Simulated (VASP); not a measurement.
# TlO2 (F-43m) in VASP: single point with PBE

Aim: the single point of TlO2 with PBE.

All numbers are computed with VASP 6.6.1; they aren't measurements. Logs are shortened: lines on timing, memory, paths and dates and some standing lists are left out, and cuts for length are marked.

## 1. The cell of the first run

It takes space group F-43m (No. 216, cubic). The conventional cell has a = 6.303 Å, b = 6.303 Å, c = 6.303 Å, α = 90.00°, β = 90.00°, γ = 90.00°. Tl (site symmetry -43m) has 10 O at 2.73 to 3.15 Å within 3.6 Å. O (site symmetry -43m) has 4 Tl at 2.73 Å and 4 O at 2.73 Å within 3.6 Å. O (site symmetry -43m) has 4 O at 2.73 Å and 6 Tl at 3.15 Å within 3.6 Å.

The cell was built from a structure type or drawn by symmetry, and may not be a known phase.

## 2. Single point, PBE

INCAR reads:

```
PREC = Accurate ; ENCUT = 520
EDIFF = 1E-6 ; ISMEAR = 0
SIGMA = 0.1 ; LREAL = False
LASPH = True ; NELM = 80
ALGO = Normal ; ISIF = 2
LWAVE = False ; LCHARG = False
GGA = PE ; NBANDS = 20
```

KPOINTS reads:

```
Automatic mesh
0
Gamma
  6 6 6
```

POSCAR reads:

```
TlO2
1.0
    0.0000000000      3.1516234800      3.1516234800
    3.1516234800      0.0000000000      3.1516234800
    3.1516234800      3.1516234800      0.0000000000
Tl O
1 2
Direct
    0.7500000000      0.7500000000      0.7500000000
    0.5000000000      0.5000000000      0.5000000000
    0.2500000000      0.2500000000      0.2500000000
```

Potentials or basis: VASP PAW PBE potentials, release 64 (Tl_d, O).

On the command line:

```console
> cat potpaw_PBE.64/Tl_d/POTCAR potpaw_PBE.64/O/POTCAR > POTCAR
> mpirun -np 1 vasp_std > vasp.out
```

OUTCAR:

```text
PREC = Accurate
   ENCUT = 520
   EDIFF = 1E-6
   ISMEAR = 0
   LREAL = False
   LASPH = True
   NELM = 80
   ISIF = 2
   GGA = PE

 ion  position               nearest neighbor table
   1  0.750  0.750  0.750-   2 2.73   2 2.73   2 2.73   2 2.73
   2  0.500  0.500  0.500-   1 2.73   1 2.73   1 2.73   1 2.73
   3  0.250  0.250  0.250-

  LATTYP: Found a face centered cubic cell.
 ALAT       =     6.3032469600

  Lattice vectors:

 A1 = (   0.0000000000,   3.1516234800,   3.1516234800)
 A2 = (   3.1516234800,   0.0000000000,   3.1516234800)
 A3 = (   3.1516234800,   3.1516234800,   0.0000000000)

Analysis of symmetry for initial positions (statically):
=====================================================================
 Subroutine PRICEL returns:
 Original cell was already a primitive cell.

 Routine SETGRP: Setting up the symmetry group for a
 face centered cubic supercell.

 Subroutine GETGRP returns: Found 24 space group operations
 (whereof 24 operations were pure point group operations)
 out of a pool of 48 trial point group operations.

The static configuration has the point symmetry T_d .

Analysis of symmetry for dynamics (positions and initial velocities):
=====================================================================
 Subroutine PRICEL returns:
 Original cell was already a primitive cell.

 Routine SETGRP: Setting up the symmetry group for a
 face centered cubic supercell.

 Subroutine GETGRP returns: Found 24 space group operations
 (whereof 24 operations were pure point group operations)
 out of a pool of 48 trial point group operations.

The dynamic configuration has the point symmetry T_d .

 Subroutine INISYM returns: Found 24 space group operations
 (whereof 24 operations are pure point group operations),
 and found     1 'primitive' translations

----------------------------------------------------------------------------------------

                                     Primitive cell

  volume of cell :      62.6085

  direct lattice vectors                    reciprocal lattice vectors
     0.000000000  3.151623480  3.151623480    -0.158648393  0.158648393  0.158648393
     3.151623480  0.000000000  3.151623480     0.158648393 -0.158648393  0.158648393
     3.151623480  3.151623480  0.000000000     0.158648393  0.158648393 -0.158648393

  length of vectors
     4.457068669  4.457068669  4.457068669     0.274787077  0.274787077  0.274787077

  position of ions in fractional coordinates (direct lattice)
     0.750000000  0.750000000  0.750000000
     0.500000000  0.500000000  0.500000000
     0.250000000  0.250000000  0.250000000

  ion indices of the primitive-cell ions
   primitive index   ion index
                 1           1
                 2           2
                 3           3

----------------------------------------------------------------------------------------

 KPOINTS: Automatic mesh

Automatic generation of k-mesh.
 Grid dimensions read from file:
 generate k-points for:    6    6    6

 Generating k-lattice:

  Cartesian coordinates                     Fractional coordinates (reciprocal lattice)
    -0.026441399  0.026441399  0.026441399     0.166666667  0.000000000  0.000000000
     0.026441399 -0.026441399  0.026441399     0.000000000  0.166666667  0.000000000
     0.026441399  0.026441399 -0.026441399     0.000000000  0.000000000  0.166666667

  Length of vectors
     0.045797846  0.045797846  0.045797846

  Shift w.r.t. Gamma in fractional coordinates (k-lattice)
     0.000000000  0.000000000  0.000000000

 Subroutine IBZKPT returns following result:
 ===========================================

 Found     16 irreducible k-points:

 Following reciprocal coordinates:
            Coordinates               Weight
  0.000000  0.000000  0.000000      1.000000
  0.166667  0.000000  0.000000      8.000000
  0.333333  0.000000  0.000000      8.000000
  0.500000  0.000000  0.000000      4.000000
  0.166667  0.166667  0.000000      6.000000
  0.333333  0.166667  0.000000     24.000000
[... 8 lines left out ...]
 -0.333333  0.333333  0.166667     24.000000
 -0.333333  0.500000  0.166667     12.000000
   k-points           NKPTS =     16   k-points in BZ     NKDIM =     16   number of bands    NBANDS=     20
   number of dos      NEDOS =    301   number of ions     NIONS =      3
   total plane-waves  NPLWV =  46656
   dimension x,y,z NGX =    36 NGY =   36 NGZ =   36
   dimension x,y,z NGXF=    72 NGYF=   72 NGZF=   72
   ions per type =               1   2
   NGX,Y,Z   is equivalent  to a cutoff of  13.43, 13.43, 13.43 a.u.
   NGXF,Y,Z  is equivalent  to a cutoff of  26.86, 26.86, 26.86 a.u.
 SYSTEM =  unknown system
   PREC   = accura    normal or accurate (medium, high low for compatibility)
   ISTART =      0    job   : 0-new  1-cont  2-samecut
   ICHARG =      2    charge: 1-file 2-atom 10-const
   ISPIN  =      1    spin polarized calculation?
   LNONCOLLINEAR =      F non collinear calculations
   LSORBIT =      F    spin-orbit coupling
   LASPH  =      T    aspherical Exc in radial PAW
   ENCUT  =  520.0 eV  38.22 Ry    6.18 a.u.   8.29  8.29  8.29*2*pi/ulx,y,z
   NELM   =     80;   NELMIN=  2; NELMDL= -5     # of ELM steps
   EDIFF  = 0.1E-05   stopping-criterion for ELM
   LREAL  =      F    real-space projection
[... 7 lines left out ...]
   TEBEG  =    0.0;   TEEND  =   0.0 temperature during run
   PSTRESS=    0.0 pullay stress
   NELECT =      25.0000    total number of electrons
   NUPDOWN=      -1.0000    fix difference up-down
   EMIN   =  10.00;   EMAX   =-10.00  energy-range for DOS
   EFERMI =   0.00;   METHOD = LEGACY
   ISMEAR =     0;   SIGMA  =   0.10  broadening in eV -4-tet -1-fermi 0-gaus
   EFERMI_NEDOS =   21; number of points for ismear=-14 and -15
   IALGO  =     38    algorithm
   IMIX   =      4    mixing-type and parameters
     AMIX     =   0.40;   BMIX     =  1.00
     AMIX_MAG =   1.60;   BMIX_MAG =  1.00
  volume/ion in A,a.u.               =      20.87       140.83
  Fermi-wavevector in a.u.,A,eV,Ry     =   1.205528  2.278117 19.773305  1.453297
  Thomas-Fermi vector in A             =   2.341221
   LORBIT       =      0    0 simple, 1 ext, 2 COOP (PROOUT), +10 PAW based schemes
   GGA     = PE    functional components
   LHFCALC =     F    Hartree Fock is set to
   AEXX    =    0.0000 exact exchange contribution
   IVDW    =     0    specifies the selected vdW correction
   LEPSILON=     F    determine dielectric tensor
   LRPA    =     F    only Hartree local field effects (RPA)
 non-spin polarized calculation
 Gauss-broadening in eV      SIGMA  =   0.10
  energy-cutoff  :      520.00
  volume of cell :       62.61
 maximum number of plane-waves:      1700
 NGX is ok and might be reduce to    36
   NGX = 17   NGY = 17   NGZ = 17

 number of electron      25.0000006 magnetization

 Free energy of the ion-electron system (eV)
  ---------------------------------------------------
  ext. energy  EPLUGINS =         0.00000000
  ---------------------------------------------------
  free energy    TOTEN  =        -9.56076475 eV

  energy without entropy =       -9.50898516  energy(sigma->0) =       -9.53487495

 E-fermi :   0.4863     XC(G=0):  -8.8406

 val. band max:        0.4768798464   @ k =   0.5000   0.3333   0.1667
 cond. band min:       0.4974445299   @ k =   0.5000   0.3333   0.0000
 fundamental gap:      0.0205646835
 Fermi energy:         0.4862624978

 k-point     1 :       0.0000    0.0000    0.0000
  band No.  band energies     occupation
      1     -15.9189      2.00000
      2     -14.5541      2.00000
      3      -9.2573      2.00000
      4      -9.2573      2.00000
      5      -9.2573      2.00000
      6      -9.1729      2.00000
[... 12 lines left out ...]
     19      13.9422      0.00000
     20      13.9422      0.00000

 k-point     2 :       0.1667    0.0000    0.0000
  band No.  band energies     occupation
      1     -15.8660      2.00000
      2     -14.6022      2.00000
      3      -9.2479      2.00000
      4      -9.2479      2.00000
      5      -9.2278      2.00000
      6      -9.1752      2.00000
[... 12 lines left out ...]
     19      13.9802      0.00000
     20      13.9802      0.00000

 k-point     3 :       0.3333    0.0000    0.0000
  band No.  band energies     occupation
      1     -15.7483      2.00000
      2     -14.7090      2.00000
      3      -9.2389      2.00000
      4      -9.2389      2.00000
      5      -9.1695      2.00000
      6      -9.1695      2.00000
[... 12 lines left out ...]
     19      14.2783      0.00000
     20      14.2783      0.00000

 k-point     4 :       0.5000    0.0000    0.0000
  band No.  band energies     occupation
      1     -15.6805      2.00000
      2     -14.7708      2.00000
      3      -9.2400      2.00000
      4      -9.2400      2.00000
      5      -9.1610      2.00000
      6      -9.1610      2.00000
[... 12 lines left out ...]
     19      14.4795      0.00000
     20      14.4795      0.00000

 k-point     5 :       0.1667    0.1667    0.0000
  band No.  band energies     occupation
      1     -15.8483      2.00000
      2     -14.6195      2.00000
      3      -9.2370      2.00000
      4      -9.2370      2.00000
      5      -9.2301      2.00000
      6      -9.1836      2.00000
[... 12 lines left out ...]
     19      13.3584      0.00000
     20      14.7714      0.00000

 k-point     6 :       0.3333    0.1667    0.0000
  band No.  band energies     occupation
      1     -15.7503      2.00000
      2     -14.7104      2.00000
      3      -9.2291      2.00000
      4      -9.2216      2.00000
      5      -9.1851      2.00000
      6      -9.1693      2.00000
[... 12 lines left out ...]
     19      13.7144      0.00000
     20      14.8990      0.00000

 k-point     7 :       0.5000    0.1667    0.0000
  band No.  band energies     occupation
      1     -15.6597      2.00000
      2     -14.7938      2.00000
      3      -9.2291      2.00000
      4      -9.2213      2.00000
      5      -9.1673      2.00000
      6      -9.1593      2.00000
[... 12 lines left out ...]
     19      14.2890      0.00000
     20      14.8498      0.00000

 k-point     8 :      -0.3333    0.1667    0.0000
  band No.  band energies     occupation
      1     -15.6834      2.00000
      2     -14.7710      2.00000
      3      -9.2309      2.00000
      4      -9.2241      2.00000
      5      -9.1766      2.00000
      6      -9.1608      2.00000
[... 12 lines left out ...]
     19      14.3964      0.00000
     20      14.4851      0.00000

 k-point     9 :      -0.1667    0.1667    0.0000
  band No.  band energies     occupation
      1     -15.7905      2.00000
      2     -14.6716      2.00000
      3      -9.2357      2.00000
      4      -9.2357      2.00000
      5      -9.1892      2.00000
      6      -9.1861      2.00000
[... 12 lines left out ...]
     19      13.9333      0.00000
     20      14.3867      0.00000

 k-point    10 :       0.3333    0.3333    0.0000
  band No.  band energies     occupation
      1     -15.6866      2.00000
      2     -14.7753      2.00000
      3      -9.1938      2.00000
      4      -9.1938      2.00000
      5      -9.1775      2.00000
      6      -9.1681      2.00000
[... 12 lines left out ...]
     19      13.3175      0.00000
     20      15.8400      0.00000

 k-point    11 :       0.5000    0.3333    0.0000
  band No.  band energies     occupation
      1     -15.6127      2.00000
      2     -14.8459      2.00000
      3      -9.2001      2.00000
      4      -9.1853      2.00000
      5      -9.1628      2.00000
      6      -9.1539      2.00000
[... 12 lines left out ...]
     19      13.4546      0.00000
     20      15.8927      0.00000

 k-point    12 :      -0.3333    0.3333    0.0000
  band No.  band energies     occupation
      1     -15.6120      2.00000
      2     -14.8427      2.00000
      3      -9.2167      2.00000
      4      -9.1941      2.00000
      5      -9.1721      2.00000
      6      -9.1566      2.00000
[... 12 lines left out ...]
     19      14.6697      0.00000
     20      15.1233      0.00000

 k-point    13 :       0.5000    0.5000    0.0000
  band No.  band energies     occupation
      1     -15.5860      2.00000
      2     -14.8756      2.00000
      3      -9.1710      2.00000
      4      -9.1710      2.00000
      5      -9.1569      2.00000
      6      -9.1470      2.00000
[... 12 lines left out ...]
     19      12.6339      0.00000
     20      16.7893      0.00000

 k-point    14 :       0.5000    0.3333    0.1667
  band No.  band energies     occupation
      1     -15.6619      2.00000
      2     -14.7949      2.00000
      3      -9.2211      2.00000
      4      -9.2000      2.00000
      5      -9.1780      2.00000
      6      -9.1577      2.00000
[... 12 lines left out ...]
     19      14.0056      0.00000
     20      14.7622      0.00000

 k-point    15 :      -0.3333    0.3333    0.1667
  band No.  band energies     occupation
      1     -15.6119      2.00000
      2     -14.8426      2.00000
      3      -9.2199      2.00000
      4      -9.1933      2.00000
      5      -9.1685      2.00000
      6      -9.1560      2.00000
[... 12 lines left out ...]
     19      14.2963      0.00000
     20      14.8522      0.00000

 k-point    16 :      -0.3333    0.5000    0.1667
  band No.  band energies     occupation
      1     -15.5859      2.00000
      2     -14.8711      2.00000
      3      -9.2066      2.00000
      4      -9.1738      2.00000
      5      -9.1665      2.00000
      6      -9.1509      2.00000
[... 12 lines left out ...]
     19      13.5057      0.00000
     20      15.4685      0.00000

------------------------ aborting loop because EDIFF is reached ----------------------------------------

  FORCE on cell =-STRESS in cart. coord.  units (eV):
  Direction    XX          YY          ZZ          XY          YZ          ZX
  --------------------------------------------------------------------------------------
  -------------------------------------------------------------------------------------
  Total       -4.8382321     -4.8382321     -4.8382321     -0.0000000      0.0000000      0.0000000
  in kB     -123.8124465   -123.8124465   -123.8124465     -0.0000000      0.0000000      0.0000000
  external PRESSURE =    -123.8124465 kB  Pullay stress =       0.0000000 kB

 VOLUME and BASIS-vectors are now :
 -----------------------------------------------------------------------------
  energy-cutoff  :      520.00
  volume of cell :       62.61
      direct lattice vectors                 reciprocal lattice vectors
     0.000000000  3.151623480  3.151623480    -0.158648393  0.158648393  0.158648393
     3.151623480  0.000000000  3.151623480     0.158648393 -0.158648393  0.158648393
     3.151623480  3.151623480  0.000000000     0.158648393  0.158648393 -0.158648393

 POSITION                                       TOTAL-FORCE (eV/Angst)
 -----------------------------------------------------------------------------------
      4.72744      4.72744      4.72744         0.000000      0.000000      0.000000
      3.15162      3.15162      3.15162        -0.000000     -0.000000     -0.000000
      1.57581      1.57581      1.57581         0.000000      0.000000      0.000000
 -----------------------------------------------------------------------------------
    total drift:                               -0.000000     -0.000000      0.000000

  FREE ENERGIE OF THE ION-ELECTRON SYSTEM (eV)
  ---------------------------------------------------
  free  energy   TOTEN  =        -9.5607647503 eV

  energy  without entropy=       -9.5089851585  energy(sigma->0) =       -9.53487495
```

Run time: 38 s. Hardware: 1 thread of Intel Xeon 8259CL, shared host; peak memory 0.2 GiB.

What came out:

- Free energy: -9.5608 eV
- Pressure: -12.4 GPa
- Band gap on the k mesh: zero (an odd number of electrons rules out a gap without spin polarisation)

Caveat: the cell stands under tension; spin-orbit coupling is left out, which moves the levels of the heavy elements; an odd number of electrons without spin polarisation forces a metal; a magnetic or distorted state may lie lower.
